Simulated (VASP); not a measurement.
**Tc: single point with PBE**

Crystal: Tc.

```
CELL_PARAMETERS angstrom
2.75205 0.00000 0.00000
-1.37602 2.38334 0.00000
0.00000 0.00000 4.40074
ATOMIC_POSITIONS crystal
Tc 0.33333 0.66667 0.25000
Tc 0.66667 0.33333 0.75000
```

- Program: VASP 6.6.1
- Task: single point
- Functional: PBE
- Potentials or basis: VASP PAW PBE potentials, release 64 (Tc_pv)
- Cutoff: 520 eV
- k mesh: 18 × 18 × 10
- Occupations: gaussian, width 0.05 eV
- Spin: no spin polarisation
- Dipole correction: no
- Further INCAR settings: ALGO = Fast; EDIFF = 1e-06; NBANDS = 20

The pressure is -0.7 GPa and the band gap on the k mesh is zero (bands 13 and 14 overlap by 3.36 eV).

Levels at points of the mesh, in eV from the Fermi level:
```tsv
k point	band 10	band 11	band 12	band 13	band 14	band 15	band 16	band 17
(0.00, 0.00, 0.00)	-1.50	-1.40	-0.78	-0.78	-0.11	-0.11	1.72	2.54
(0.50, 0.00, 0.00)	-1.86	-1.08	-0.90	-0.45	2.90	3.32	3.33	5.27
(0.00, 0.00, 0.50)	-1.81	-1.63	-1.63	-1.63	-1.63	1.87	1.87	1.87
(0.50, 0.00, 0.50)	-3.59	0.16	0.16	1.44	1.44	3.16	3.16	4.35
```

It took 68 s on 1 thread of Oxide Virtual Turin-like Processor, on a shared host, peak memory 0.18 GiB.
